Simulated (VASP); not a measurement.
# Rb3H (P-3m1) in VASP: single point with r2SCAN

Aim: the single point of Rb3H with r2SCAN.

All numbers are computed with VASP 6.6.1; they aren't measurements. Logs are shortened: lines on timing, memory, paths and dates and some standing lists are left out, and cuts for length are marked.

**1. The cell of the first run**

It takes space group P-3m1 (No. 164, trigonal). The conventional cell has a = 4.588 Å, b = 4.588 Å, c = 12.249 Å, α = 90.00°, β = 90.00°, γ = 120.00°. Rb (site symmetry 3m) has 3 H at 3.16 Å and 3 Rb at 4.35 Å within 4.4 Å. Within 4.2 Å of H (site symmetry -3m) lie 6 Rb at 3.16 Å.

**2. Single point, r2SCAN**

POSCAR reads:

```
Rb3H
1.0
    4.5883569864      0.0000000000      0.0000000000
   -2.2941784932      3.9736337118      0.0000000000
    0.0000000000      0.0000000000     12.2487910000
Rb H
3 1
Direct
    0.0000000000      0.0000000000      0.0000000000
    0.3333333333      0.6666666667      0.3589330000
    0.6666666667      0.3333333333      0.6410670000
    0.0000000000      0.0000000000      0.5000000000
```

INCAR.step1 reads:

```
SYSTEM = Rb3H
  ALGO = Normal
  EDIFF = 1E-5
  ENCUT = 550
  GGA = PE
  GGA_COMPAT = .False.
  ISMEAR = 0
  LASPH = .True.
  LCHARG = .False.
  LREAL = .False.
  LWAVE = .True.
  NBANDS = 22
  NELM = 120
  PREC = Accurate
  SIGMA = 0.1
```

INCAR.step2 reads:

```
SYSTEM = Rb3H
  ALGO = Normal
  EDIFF = 1E-6
  ENCUT = 550
  GGA_COMPAT = .False.
  ISIF = 2
  ISMEAR = 0
  ISTART = 1
  LASPH = .True.
  LCHARG = .False.
  LMIXTAU = .True.
  LREAL = .False.
  LWAVE = .False.
  METAGGA = R2SCAN
  NBANDS = 22
  NELM = 120
  PREC = Accurate
  SIGMA = 0.1
```

KPOINTS reads:

```
k-points
0
Gamma
  12 12 4
  0 0 0
```

Potentials or basis: VASP PAW PBE potentials, release 64 (Rb_sv, H).

On the command line:

```console
$ cat potpaw_PBE.64/Rb_sv/POTCAR potpaw_PBE.64/H/POTCAR > POTCAR
$ cp INCAR.step1 INCAR
$ mpirun -np 1 vasp_std > vasp.out
$ cp INCAR.step2 INCAR
$ mpirun -np 1 vasp_std > vasp.out
```

OUTCAR:

```text
SYSTEM = Rb3H
   EDIFF = 1E-6
   ENCUT = 550
   ISIF = 2
   ISMEAR = 0
   ISTART = 1
   LASPH = .True.
   LREAL = .False.
   METAGGA = R2SCAN
   NELM = 120
   PREC = Accurate

 ion  position               nearest neighbor table
   1  0.000  0.000  0.000-   2 5.13   3 5.13   2 5.13   3 5.13   3 5.13   2 5.13
   2  0.333  0.667  0.359-   4 3.16   4 3.16   4 3.16   3 4.35   3 4.35   3 4.35   1 5.13   1 5.13
                             1 5.13
   3  0.667  0.333  0.641-   4 3.16   4 3.16   4 3.16   2 4.35   2 4.35   2 4.35   1 5.13   1 5.13
                             1 5.13
   4  0.000  0.000  0.500-   2 3.16   3 3.16   2 3.16   3 3.16   3 3.16   2 3.16

  LATTYP: Found a hexagonal cell.
 ALAT       =     4.5883569864
 C/A-ratio  =     2.6695374916

  Lattice vectors:

 A1 = (   4.5883569864,   0.0000000000,   0.0000000000)
 A2 = (  -2.2941784932,   3.9736337118,   0.0000000000)
 A3 = (   0.0000000000,   0.0000000000,  12.2487910000)

Analysis of symmetry for initial positions (statically):
=====================================================================
 Subroutine PRICEL returns:
 Original cell was already a primitive cell.

 Routine SETGRP: Setting up the symmetry group for a
 hexagonal supercell.

 Subroutine GETGRP returns: Found 12 space group operations
 (whereof 12 operations were pure point group operations)
 out of a pool of 24 trial point group operations.

The static configuration has the point symmetry D_3d.

Analysis of symmetry for dynamics (positions and initial velocities):
=====================================================================
 Subroutine PRICEL returns:
 Original cell was already a primitive cell.

 Routine SETGRP: Setting up the symmetry group for a
 hexagonal supercell.

 Subroutine GETGRP returns: Found 12 space group operations
 (whereof 12 operations were pure point group operations)
 out of a pool of 24 trial point group operations.

The dynamic configuration has the point symmetry D_3d.

 Subroutine INISYM returns: Found 12 space group operations
 (whereof 12 operations are pure point group operations),
 and found     1 'primitive' translations

----------------------------------------------------------------------------------------

                                     Primitive cell

  volume of cell :     223.3255

  direct lattice vectors                    reciprocal lattice vectors
     4.588356986  0.000000000  0.000000000     0.217942938  0.125829414  0.000000000
    -2.294178493  3.973633712  0.000000000     0.000000000  0.251658827  0.000000000
     0.000000000  0.000000000 12.248791000     0.000000000  0.000000000  0.081640710

  length of vectors
     4.588356986  4.588356986 12.248791000     0.251658827  0.251658827  0.081640710

  position of ions in fractional coordinates (direct lattice)
     0.000000000  0.000000000  0.000000000
     0.333333333  0.666666667  0.358933000
     0.666666667  0.333333333  0.641067000
     0.000000000  0.000000000  0.500000000

  ion indices of the primitive-cell ions
   primitive index   ion index
                 1           1
                 2           2
                 3           3
                 4           4

----------------------------------------------------------------------------------------

 KPOINTS: k-points

Automatic generation of k-mesh.
 Grid dimensions read from file:
 generate k-points for:   12   12    4

 Generating k-lattice:

  Cartesian coordinates                     Fractional coordinates (reciprocal lattice)
     0.018161911  0.010485784  0.000000000     0.083333333  0.000000000  0.000000000
     0.000000000  0.020971569  0.000000000     0.000000000  0.083333333  0.000000000
     0.000000000  0.000000000  0.020410178     0.000000000  0.000000000  0.250000000

  Length of vectors
     0.020971569  0.020971569  0.020410178

  Shift w.r.t. Gamma in fractional coordinates (k-lattice)
     0.000000000  0.000000000  0.000000000

 Subroutine IBZKPT returns following result:
 ===========================================

 Found     69 irreducible k-points:

 Following reciprocal coordinates:
            Coordinates               Weight
  0.000000  0.000000  0.000000      1.000000
  0.083333  0.000000  0.000000      6.000000
  0.166667  0.000000  0.000000      6.000000
  0.250000  0.000000  0.000000      6.000000
  0.333333  0.000000  0.000000      6.000000
  0.416667  0.000000  0.000000      6.000000
[... 16 lines left out ...]
  0.166667  0.000000  0.250000      6.000000
  0.000000  0.166667  0.250000      6.000000
 [... further k-points ...]
   k-points           NKPTS =     69   k-points in BZ     NKDIM =     69   number of bands    NBANDS=     22
   number of dos      NEDOS =    301   number of ions     NIONS =      4
   total plane-waves  NPLWV = 124416
   dimension x,y,z NGX =    36 NGY =   36 NGZ =   96
   dimension x,y,z NGXF=    72 NGYF=   72 NGZF=  192
   ions per type =               3   1
   NGX,Y,Z   is equivalent  to a cutoff of  13.04, 13.04, 13.03 a.u.
   NGXF,Y,Z  is equivalent  to a cutoff of  26.09, 26.09, 26.06 a.u.
 SYSTEM =  Rb3H
   PREC   = accura    normal or accurate (medium, high low for compatibility)
   ISTART =      1    job   : 0-new  1-cont  2-samecut
   ICHARG =      0    charge: 1-file 2-atom 10-const
   ISPIN  =      1    spin polarized calculation?
   LNONCOLLINEAR =      F non collinear calculations
   LSORBIT =      F    spin-orbit coupling
   LASPH  =      T    aspherical Exc in radial PAW
   ENCUT  =  550.0 eV  40.42 Ry    6.36 a.u.   8.77  8.77 23.42*2*pi/ulx,y,z
   NELM   =    120;   NELMIN=  2; NELMDL=  0     # of ELM steps
   EDIFF  = 0.1E-05   stopping-criterion for ELM
   LREAL  =      F    real-space projection
   EDIFFG = 0.1E-04   stopping-criterion for IOM
   NSW    =      0    number of steps for IOM
   IBRION =     -1    ionic relax: 0-MD 1-quasi-New 2-CG
   NFREE  =      0    steps in history (QN), initial steepest desc. (CG)
   ISIF   =      2    stress and relaxation
   ISYM   =      2    0-nonsym 1-usesym 2-fastsym
   POTIM  = 0.5000    time-step for ionic-motion
   TEBEG  =    0.0;   TEEND  =   0.0 temperature during run
   PSTRESS=    0.0 pullay stress
   NELECT =      28.0000    total number of electrons
   NUPDOWN=      -1.0000    fix difference up-down
   EMIN   =  10.00;   EMAX   =-10.00  energy-range for DOS
   EFERMI =   0.00;   METHOD = LEGACY
   ISMEAR =     0;   SIGMA  =   0.10  broadening in eV -4-tet -1-fermi 0-gaus
   EFERMI_NEDOS =   21; number of points for ismear=-14 and -15
   IALGO  =     38    algorithm
   IMIX   =      4    mixing-type and parameters
     AMIX     =   0.40;   BMIX     =  1.00
     AMIX_MAG =   1.60;   BMIX_MAG =  1.00
  volume/ion in A,a.u.               =      55.83       376.77
  Fermi-wavevector in a.u.,A,eV,Ry     =   0.819373  1.548390  9.134563  0.671371
  Thomas-Fermi vector in A             =   1.930166
   LORBIT       =      0    0 simple, 1 ext, 2 COOP (PROOUT), +10 PAW based schemes
   METAGGA = R2SCAN    functional components
   LHFCALC =     F    Hartree Fock is set to
   AEXX    =    0.0000 exact exchange contribution
   IVDW    =     0    specifies the selected vdW correction
   LEPSILON=     F    determine dielectric tensor
   LRPA    =     F    only Hartree local field effects (RPA)
 non-spin polarized calculation
 Gauss-broadening in eV      SIGMA  =   0.10
  energy-cutoff  :      550.00
  volume of cell :      223.33
 maximum number of plane-waves:      6574
   NGX = 17   NGY = 17   NGZ = 47

 number of electron      28.0000000 magnetization

 Free energy of the ion-electron system (eV)
  ---------------------------------------------------
  ext. energy  EPLUGINS =         0.00000000
  ---------------------------------------------------
  free energy    TOTEN  =       -45.42971836 eV

  energy without entropy =      -45.42143718  energy(sigma->0) =      -45.42557777

 E-fermi :   0.6129     XC(G=0):  -6.2580

 val. band max:        0.6086912394   @ k =   0.4167   0.0000   0.2500
 cond. band min:       0.6713034262   @ k =   0.3333   0.0000   0.5000
 fundamental gap:      0.0626121868
 Fermi energy:         0.6129064095

 k-point     1 :       0.0000    0.0000    0.0000
  band No.  band energies     occupation
      1     -29.4917      2.00000
      2     -29.4772      2.00000
      3     -29.4540      2.00000
      4     -13.1280      2.00000
      5     -12.9902      2.00000
      6     -12.9664      2.00000
[... 14 lines left out ...]
     21       4.8271      0.00000
     22       4.8800      0.00000

 k-point     2 :       0.0833    0.0000    0.0000
  band No.  band energies     occupation
      1     -29.4909      2.00000
      2     -29.4768      2.00000
      3     -29.4534      2.00000
      4     -13.1247      2.00000
      5     -12.9967      2.00000
      6     -12.9714      2.00000
[... 14 lines left out ...]
     21       4.6015      0.00000
     22       4.6589      0.00000

 k-point     3 :       0.1667    0.0000    0.0000
  band No.  band energies     occupation
      1     -29.4884      2.00000
      2     -29.4757      2.00000
      3     -29.4516      2.00000
      4     -13.1169      2.00000
      5     -13.0263      2.00000
      6     -12.9813      2.00000
[... 14 lines left out ...]
     21       4.6121      0.00000
     22       4.6984      0.00000
[... 476 lines left out ...]
 k-point    23 :       0.1667    0.0000    0.2500
  band No.  band energies     occupation
      1     -29.4884      2.00000
      2     -29.4757      2.00000
      3     -29.4516      2.00000
      4     -13.1190      2.00000
      5     -13.0252      2.00000
      6     -12.9809      2.00000
[... 14 lines left out ...]
     21       4.6366      0.00000
     22       4.6927      0.00000

 k-point    24 :       0.0000    0.1667    0.2500
  band No.  band energies     occupation
      1     -29.4884      2.00000
      2     -29.4757      2.00000
      3     -29.4516      2.00000
      4     -13.1186      2.00000
      5     -13.0227      2.00000
      6     -12.9866      2.00000
[... 14 lines left out ...]
     21       4.4757      0.00000
     22       4.6860      0.00000

 [... further k-points ...]

------------------------ aborting loop because EDIFF is reached ----------------------------------------

  FORCE on cell =-STRESS in cart. coord.  units (eV):
  Direction    XX          YY          ZZ          XY          YZ          ZX
  --------------------------------------------------------------------------------------
  -------------------------------------------------------------------------------------
  Total       -0.0326643     -0.0326643      0.0836153      0.0000000      0.0000000      0.0000000
  in kB       -0.2343394     -0.2343394      0.5998715      0.0000000      0.0000000      0.0000000
  external PRESSURE =       0.0437309 kB  Pullay stress =       0.0000000 kB

 VOLUME and BASIS-vectors are now :
 -----------------------------------------------------------------------------
  energy-cutoff  :      550.00
  volume of cell :      223.33
      direct lattice vectors                 reciprocal lattice vectors
     4.588356986  0.000000000  0.000000000     0.217942938  0.125829414  0.000000000
    -2.294178493  3.973633712  0.000000000     0.000000000  0.251658827  0.000000000
     0.000000000  0.000000000 12.248791000     0.000000000  0.000000000  0.081640710

 POSITION                                       TOTAL-FORCE (eV/Angst)
 -----------------------------------------------------------------------------------
      0.00000      0.00000      0.00000         0.000000      0.000000      0.000000
     -0.00000      2.64909      4.39650        -0.000000     -0.000000      0.047060
      2.29418      1.32454      7.85230        -0.000000      0.000000     -0.047060
      0.00000      0.00000      6.12440         0.000000      0.000000      0.000000
 -----------------------------------------------------------------------------------
    total drift:                                0.000000      0.000000      0.000000

  FREE ENERGIE OF THE ION-ELECTRON SYSTEM (eV)
  ---------------------------------------------------
  free  energy   TOTEN  =       -45.4297183611 eV

  energy  without entropy=      -45.4214371834  energy(sigma->0) =      -45.42557777
```

It took 10 min on 1 thread of Intel Xeon 6975P-C (Granite Rapids), shared host; peak memory 0.55 GiB.

Results:

- Free energy: -45.4297 eV
- Pressure: 0.0 GPa
- Largest force: 0.047 eV/Å
- Band gap on the k mesh: zero (bands 14 and 15 overlap by 2.14 eV)

Forces in eV/Å, atoms in the order of the input:
```
Rb   0.000  0.000  0.000
Rb   0.000  0.000  0.047
Rb   0.000  0.000 -0.047
H    0.000  0.000  0.000
```

Levels at points of the mesh, in eV from the Fermi level:
| k point | band 11 | band 12 | band 13 | band 14 | band 15 | band 16 | band 17 | band 18 |
| --- | --- | --- | --- | --- | --- | --- | --- | --- |
| (0.00, 0.00, 0.00) | -13.55 | -13.53 | -3.85 | -1.71 | -0.95 | 0.99 | 1.43 | 3.51 |
| (0.50, 0.00, 0.00) | -13.57 | -13.55 | -3.16 | 0.41 | 0.51 | 0.98 | 1.17 | 1.86 |
| (0.00, 0.00, 0.50) | -13.55 | -13.55 | -3.84 | -1.89 | -0.43 | 0.13 | 2.56 | 2.75 |
| (0.50, 0.00, 0.50) | -13.58 | -13.54 | -3.16 | 0.35 | 0.56 | 0.82 | 1.59 | 1.68 |

Caveat: the PAW data sets were made with another functional, which shifts forces and pressure a little.

The gap in the log of VASP goes by the Fermi energy; the results here count the filled bands.